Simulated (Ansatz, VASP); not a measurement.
# Two plane-wave programs on InSb

```
In Sb
1.0
     0.00000    3.28064    3.28064
     3.28064    0.00000    3.28064
     3.28064    3.28064    0.00000
In Sb
1 1
Cartesian
  0.0000 0.0000 0.0000
  1.6403 1.6403 1.6403
```

Alike in both runs: task relaxation of cell and atoms; functional PBE; k mesh 12 × 12 × 12; occupations gaussian, width 0.1 eV; no spin polarisation.

```csv
,VASP,Ansatz
version,VASP 6.6.1,Ansatz 0.2.0
potentials or method,"VASP PAW PBE potentials, release 64 (In_d, Sb), cutoff 600 eV","scalar-relativistic, plane waves, PAW"
valence electrons in the cell,18,28
```

VASP gave:

```
gap on the k mesh at the Fermi level, each at its own relaxed structure (eV) : none
relaxed volume (Å³/atom)                                                     : 36.50
relaxed cell length with the largest relative difference (Å)                 : 4.691
```

What did Ansatz give for the same quantities?

gap on the k mesh at the Fermi level, each at its own relaxed structure (eV): none; relaxed volume (Å³/atom): 36.55; relaxed cell length with the largest relative difference (Å): 4.693.

A gap of «none» marks a metal or a gap that the smearing closes. VASP's potentials hold 18 valence electrons a cell and Ansatz's 28, so a difference there can come from the potentials and not from the codes.

Spin-orbit coupling is off throughout.
